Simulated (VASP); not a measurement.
A run of VASP 6.6.1 is set up as follows.

File INCAR:

```
SYSTEM = Li4S5
PREC = Accurate ; ENCUT = 520
EDIFF = 1E-7 ; ISMEAR = 0
SIGMA = 0.1 ; LREAL = .False.
LASPH = .True. ; NELM = 80
ALGO = Normal ; ISIF = 2
LWAVE = .False. ; LCHARG = .True.
GGA = PE ; IVDW = 12
LELF = .True. ; LVHAR = .True.
NBANDS = 31
```

File KPOINTS:

```
Automatic mesh
0
Gamma
  6 6 1
  0 0 0
```

POSCAR

```
Li4S5
1.0
    3.1605145040      0.0000000000      0.0000000000
   -1.5802572520      2.7370858495      0.0000000000
    0.0000000000      0.0000000000     16.4366044114
Li S
4 5
Direct
    0.0000000000      0.0000000000      0.1281404626
    0.3333333333      0.6666666667      0.3706546138
    0.6666666667      0.3333333333      0.5710801304
    0.3333333333      0.6666666667      0.9006136498
    0.0000000000      0.0000000000     -0.0057647588
    0.0000000000      0.0000000000      0.2621893907
    0.0000000000      0.0000000000      0.4763363222
    0.3333333333      0.6666666667      0.6856113416
    0.0000000000      0.0000000000      0.7845403577
```

Potentials or basis: VASP PAW PBE potentials, release 64 (Li_sv, S).

Command:

```console
$ cat potpaw_PBE.64/Li_sv/POTCAR potpaw_PBE.64/S/POTCAR > POTCAR
$ mpirun -np 1 vasp_std > vasp.out
```

(1) Estimate the largest force.

(2) What does it give for the band gap on the k mesh?

(3) Estimate the dispersion energy per atom.

Answers

(1) 0.026 eV/Å.

(2) zero (band 21 reaches 5.42 eV, above the bottom of band 22 at 2.99 eV).

(3) -0.297 eV.

Caveat: the k points lie up to 0.38 Å⁻¹ apart.
